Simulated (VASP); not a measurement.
A run of VASP 6.6.1 is set up as follows.

Contents of POSCAR:

```
GaP
1.0
    0.0000000000      2.7082960622      2.7082960622
    2.7082960622      0.0000000000      2.7082960622
    2.7082960622      2.7082960622      0.0000000000
Ga P
1 1
Direct
    0.0000000000      0.0000000000      0.0000000000
    0.2500000000      0.2500000000      0.2500000000
```

Contents of INCAR.step1:

```
PREC = Accurate ; ENCUT = 520
EDIFF = 1E-5 ; ISMEAR = -1
SIGMA = 0.05 ; LREAL = False
LASPH = True ; NELM = 60
ALGO = Normal ; ISIF = 2
LWAVE = True ; LCHARG = False
NBANDS = 16 ; GGA = PE
```

File INCAR.step2:

```
PREC = Accurate ; ENCUT = 520
EDIFF = 1E-6 ; ISMEAR = -1
SIGMA = 0.05 ; LREAL = False
LASPH = True ; NELM = 60
ALGO = Normal ; ISIF = 2
LWAVE = False ; LCHARG = False
GGA = PE ; LHFCALC = True
HFSCREEN = 0.2079 ; PRECFOCK = Normal
NBANDS = 16 ; ISTART = 1
```

File KPOINTS:

```
regular mesh
0
Gamma
  4 4 4
```

Potentials or basis: VASP PAW PBE potentials, release 64 (Ga_d, P).

The run is started by

```console
$ cat potpaw_PBE.64/Ga_d/POTCAR potpaw_PBE.64/P/POTCAR > POTCAR
$ cp INCAR.step1 INCAR
$ mpirun -np 1 vasp_std > vasp.out
$ cp INCAR.step2 INCAR
$ mpirun -np 1 vasp_std > vasp.out
```

(1) Predict the pressure.

(2) What does it give for the band gap on the k mesh?

Results:

(1) 2.8 GPa.

(2) 2.27 eV (least direct gap 3.01 eV).

Caveat: the k points lie up to 0.50 Å⁻¹ apart; the PAW data sets were made with another functional, which shifts forces and pressure a little.
